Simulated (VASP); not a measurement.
Crystal: Ni.

```
Ni
1.0
     0.00000    1.68575    1.68575
     1.68575    0.00000    1.68575
     1.68575    1.68575    0.00000
Ni
1
Direct
  0.00000 0.00000 0.00000
```

Base run:

| Item | Value |
| --- | --- |
| Program | VASP 6.6.1 |
| Functional | PBE |
| Potentials or basis | VASP PAW PBE potentials, release 64 (Ni) |
| Cutoff | 520 eV |
| k mesh | 24 × 24 × 24 |
| Occupations | gaussian, width 0.15 eV |
| Spin | collinear spin, ferromagnetic start |
| Starting moments | [0.5] μB |
| Fixed moment | 0.5 μB |

Its results: pressure 33.8 GPa; site moments Ni +0.50 μB.

**Question.** The run is repeated on the same cell with these changes: fixed moment from 0.5 μB to 0.625 μB; moments at the start from [0.5] to [0.62]. What comes out?

**Answer.** Pressure 34.6 GPa; site moments Ni +0.62 μB.

Caveats: the cell stands under pressure; the total moment is fixed, so each spin has its own Fermi level.
